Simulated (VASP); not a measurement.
# N (P4_2/mnm) in VASP: a series of runs

Aim: see how the results for N move with the level of theory and the settings. Levels: LDA, PBEsol, HSE06. Tasks: single point.

Everything below comes from runs of VASP 6.6.1. Logs are shortened: lines on timing, memory, paths and dates and some standing lists are left out, and cuts for length are marked.

## Step 1: The cell of the first run

The structure is tetragonal, space group P4_2/mnm (No. 136). Conventional cell: a = 4.084 Å, b = 4.084 Å, c = 5.346 Å, α = 90.00°, β = 90.00°, γ = 90.00°. N (site symmetry m2m) has 1 N at 1.11 Å within 1.5 Å.

## Step 2: Single point, LDA

INCAR reads:

```
ALGO = Normal ; EDIFF = 1E-6
ENCUT = 520 ; ISIF = 2
ISMEAR = -1 ; LASPH = T
LCHARG = T ; LELF = T
LREAL = F ; LVHAR = T
LWAVE = F ; NBANDS = 18
NELM = 60 ; PREC = Accurate
SIGMA = 0.05
```

KPOINTS reads:

```
k-points
0
Gamma
  4 4 3
```

POSCAR reads:

```
N
1.0
    4.0840619700      0.0000000000      0.0000000000
    0.0000000000      4.0840619700      0.0000000000
    0.0000000000      0.0000000000      5.3459132500
N
4
Direct
    0.4042752000      0.5957248000      0.5000000000
    0.0957248000      0.0957248000      0.0000000000
    0.5957248000      0.4042752000      0.5000000000
    0.9042752000      0.9042752000      0.0000000000
```

Potentials or basis: VASP PAW LDA potentials, release 64 (N).

On the command line:

```console
$ cat potpaw_LDA.64/N/POTCAR > POTCAR
$ mpirun -np 1 vasp_std > vasp.out
```

OUTCAR:

```text
EDIFF = 1E-6
   ENCUT = 520
   ISIF = 2
   ISMEAR = -1
   LASPH = T
   LREAL = F
   NELM = 60
   PREC = Accurate

 ion  position               nearest neighbor table
   1  0.404  0.596  0.500-   3 1.11
   2  0.096  0.096  0.000-   4 1.11
   3  0.596  0.404  0.500-   1 1.11
   4  0.904  0.904  0.000-   2 1.11

  LATTYP: Found a simple tetragonal cell.
 ALAT       =     4.0840619700
 C/A-ratio  =     1.3089696702

  Lattice vectors:

 A1 = (   4.0840619700,   0.0000000000,   0.0000000000)
 A2 = (   0.0000000000,   4.0840619700,   0.0000000000)
 A3 = (   0.0000000000,   0.0000000000,   5.3459132500)

Analysis of symmetry for initial positions (statically):
=====================================================================
 Subroutine PRICEL returns:
 Original cell was already a primitive cell.

 Routine SETGRP: Setting up the symmetry group for a
 simple tetragonal supercell.

 Subroutine GETGRP returns: Found 16 space group operations
 (whereof  8 operations were pure point group operations)
 out of a pool of 16 trial point group operations.

The static configuration has the point symmetry D_2h.
 The point group associated with its full space group is D_4h.

Analysis of symmetry for dynamics (positions and initial velocities):
=====================================================================
 Subroutine PRICEL returns:
 Original cell was already a primitive cell.

 Routine SETGRP: Setting up the symmetry group for a
 simple tetragonal supercell.

 Subroutine GETGRP returns: Found 16 space group operations
 (whereof  8 operations were pure point group operations)
 out of a pool of 16 trial point group operations.

The dynamic configuration has the point symmetry D_2h.
 The point group associated with its full space group is D_4h.

 Subroutine INISYM returns: Found 16 space group operations
 (whereof  8 operations are pure point group operations),
 and found     1 'primitive' translations

----------------------------------------------------------------------------------------

                                     Primitive cell

  volume of cell :      89.1675

  direct lattice vectors                    reciprocal lattice vectors
     4.084061970  0.000000000  0.000000000     0.244854267  0.000000000  0.000000000
     0.000000000  4.084061970  0.000000000     0.000000000  0.244854267  0.000000000
[... 74 lines left out ...]
   ENCUT  =  520.0 eV  38.22 Ry    6.18 a.u.   7.59  7.59  9.94*2*pi/ulx,y,z
   NELM   =     60;   NELMIN=  2; NELMDL= -5     # of ELM steps
   EDIFF  = 0.1E-05   stopping-criterion for ELM
   LREAL  =      F    real-space projection
   EDIFFG = 0.1E-04   stopping-criterion for IOM
   NSW    =      0    number of steps for IOM
   IBRION =     -1    ionic relax: 0-MD 1-quasi-New 2-CG
   NFREE  =      0    steps in history (QN), initial steepest desc. (CG)
   ISIF   =      2    stress and relaxation
   ISYM   =      2    0-nonsym 1-usesym 2-fastsym
   POTIM  = 0.5000    time-step for ionic-motion
   TEBEG  =    0.0;   TEEND  =   0.0 temperature during run
   PSTRESS=    0.0 pullay stress
   NELECT =      20.0000    total number of electrons
   NUPDOWN=      -1.0000    fix difference up-down
   EMIN   =  10.00;   EMAX   =-10.00  energy-range for DOS
   EFERMI =   0.00;   METHOD = LEGACY
   ISMEAR =    -1;   SIGMA  =   0.05  broadening in eV -4-tet -1-fermi 0-gaus
   EFERMI_NEDOS =   21; number of points for ismear=-14 and -15
   IALGO  =     38    algorithm
   IMIX   =      4    mixing-type and parameters
     AMIX     =   0.40;   BMIX     =  1.00
     AMIX_MAG =   1.60;   BMIX_MAG =  1.00
  volume/ion in A,a.u.               =      22.29       150.43
  Fermi-wavevector in a.u.,A,eV,Ry     =   0.994678  1.879669 13.461399  0.989385
  Thomas-Fermi vector in A             =   2.126646
   LORBIT       =      0    0 simple, 1 ext, 2 COOP (PROOUT), +10 PAW based schemes
   GGA     = CA    functional components
   LHFCALC =     F    Hartree Fock is set to
   AEXX    =    0.0000 exact exchange contribution
   IVDW    =     0    specifies the selected vdW correction
   LEPSILON=     F    determine dielectric tensor
   LRPA    =     F    only Hartree local field effects (RPA)
 non-spin polarized calculation
  energy-cutoff  :      520.00
  volume of cell :       89.17
 maximum number of plane-waves:      2419
   NGX = 15   NGY = 15   NGZ = 19

 number of electron      20.0000002 magnetization

 Free energy of the ion-electron system (eV)
  ---------------------------------------------------
  ext. energy  EPLUGINS =         0.00000000
  ---------------------------------------------------
  free energy    TOTEN  =       -35.19012665 eV

  energy without entropy =      -35.19012665  energy(sigma->0) =      -35.19012665

 E-fermi :  -5.4506     XC(G=0):  -7.0349

 val. band max:       -6.6011034614   @ k =   0.5000   0.5000   0.3333
 cond. band min:       0.1033808465   @ k =   0.0000   0.0000   0.0000
 fundamental gap:      6.7044843078
 Fermi energy:        -5.4505877616

 k-point     1 :       0.0000    0.0000    0.0000
  band No.  band energies     occupation
      1     -24.8550      2.00000
      2     -24.7894      2.00000
      3      -9.7594      2.00000
      4      -9.7594      2.00000
      5      -8.7303      2.00000
      6      -8.1358      2.00000
[... 229 lines left out ...]
      5      -8.5392      2.00000
      6      -8.5392      2.00000
[... 10 lines left out ...]
     17       7.3876      0.00000
     18       7.3876      0.00000

------------------------ aborting loop because EDIFF is reached ----------------------------------------

  FORCE on cell =-STRESS in cart. coord.  units (eV):
  Direction    XX          YY          ZZ          XY          YZ          ZX
  --------------------------------------------------------------------------------------
  -------------------------------------------------------------------------------------
  Total       -0.8128933     -0.8128933     -0.4017774      0.0000000      0.0000000      0.0000000
  in kB      -14.6062119    -14.6062119     -7.2192072      0.0000000      0.0000000      0.0000000
  external PRESSURE =     -12.1438770 kB  Pullay stress =       0.0000000 kB

 VOLUME and BASIS-vectors are now :
 -----------------------------------------------------------------------------
  energy-cutoff  :      520.00
  volume of cell :       89.17
      direct lattice vectors                 reciprocal lattice vectors
     4.084061970  0.000000000  0.000000000     0.244854267  0.000000000  0.000000000
     0.000000000  4.084061970  0.000000000     0.000000000  0.244854267  0.000000000
     0.000000000  0.000000000  5.345913250     0.000000000  0.000000000  0.187058778

 POSITION                                       TOTAL-FORCE (eV/Angst)
 -----------------------------------------------------------------------------------
      1.65108      2.43298      2.67296         0.259303     -0.259303      0.000000
      0.39095      0.39095      0.00000        -0.259303     -0.259303      0.000000
      2.43298      1.65108      2.67296        -0.259303      0.259303     -0.000000
      3.69312      3.69312      0.00000         0.259303      0.259303     -0.000000
 -----------------------------------------------------------------------------------
    total drift:                               -0.000000     -0.000000      0.000000

  FREE ENERGIE OF THE ION-ELECTRON SYSTEM (eV)
  ---------------------------------------------------
  free  energy   TOTEN  =       -35.1901266496 eV

  energy  without entropy=      -35.1901266495  energy(sigma->0) =      -35.19012665
```

It took 10 s on 1 thread of AMD EPYC 7R13 (Zen 3), shared host; peak memory 0.12 GiB.

What came out:

- Free energy: -35.1901 eV
- Pressure: -1.2 GPa
- Largest force: 0.367 eV/Å
- Band gap on the k mesh: 6.70 eV (least direct gap 6.90 eV)

Forces on the atoms (eV/Å):
```
N    0.259 -0.259  0.000
N   -0.259 -0.259  0.000
N   -0.259  0.259  0.000
N    0.259  0.259  0.000
```

Caveat: the standard files for N, O and F lose accuracy on very short bonds.

[end of part 1 of 2]
